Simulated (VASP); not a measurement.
ZnW:

```
W Zn
1.0
     3.14657    0.00000    0.00000
    -1.57329    2.72502    0.00000
     0.00000    0.00000    3.07506
W Zn
1 1
Direct
  0.00000 0.00000 0.00000
  0.66667 0.33333 0.50000
```

Base run:

```yaml
Program: VASP 6.6.1
Functional: r2SCAN
Potentials_or_basis: VASP PAW PBE potentials, release 64 (W_sv, Zn)
Cutoff: 520 eV
k_mesh: 7 × 7 × 6
Occupations: methfessel-paxton, width 0.0846 eV
Spin: no spin polarisation
```

Its results: band gap on the k mesh zero (bands 13 and 14 overlap by 0.67 eV); pressure 57.6 GPa.

Problem. The run is repeated on the same cell with these changes: k mesh from 7 × 7 × 6, through Γ to 7 × 7 × 6, shifted; further incar settings from ALGO = Normal; EDIFF = 1e-07; NBANDS = 20 to ALGO = Normal; EDIFF = 1e-07; NBANDS = 20; ISYM = 0. What comes out?

Solution. Band gap on the k mesh zero (bands 13 and 14 overlap by 0.52 eV); pressure 56.7 GPa.

Caveats: the cell stands under pressure; the PAW data sets were made with another functional, which shifts forces and pressure a little; spin-orbit coupling is left out, which moves the levels of the heavy elements.
